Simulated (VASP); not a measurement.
In3As, 4 atoms in the cell. The structure is cubic, space group Pm-3m (No. 221). Conventional cell: a = 4.672 Å, b = 4.672 Å, c = 4.672 Å, α = 90.00°, β = 90.00°, γ = 90.00°. Within 4.3 Å of In (site symmetry 4/mmm) lie 8 In at 3.30 Å and 4 As at 3.30 Å. As (site symmetry m-3m) has 12 In at 3.30 Å within 4.3 Å. 

- Program: VASP 6.6.1
- Task: single point
- Functional: PBEsol
- Potentials or basis: VASP PAW PBE potentials, release 64 (In_d, As)
- Cutoff: 500 eV
- k mesh: 5 × 5 × 5
- Occupations: gaussian, width 0.01 eV
- Spin: no spin polarisation
- Dipole correction: no
- Further INCAR settings: ALGO = Normal; EDIFF = 1e-06; NBANDS = 30

Potentials or basis: VASP PAW PBE potentials, release 64 (In_d, As).

Command:

```bash
$ cat potpaw_PBE.64/In_d/POTCAR potpaw_PBE.64/As/POTCAR > POTCAR
$ mpirun -np 1 vasp_std > vasp.out
```

Hardware: 1 thread of Intel(R) Xeon(R) 6975P-C (Granite Rapids), with other jobs on the host.

Estimate the wall time of this run.

Run time: 14 s on 1 thread of Intel(R) Xeon(R) 6975P-C (Granite Rapids), on a shared host, peak memory 0.21 GiB. Counts: scf iterations 13, k points 10.
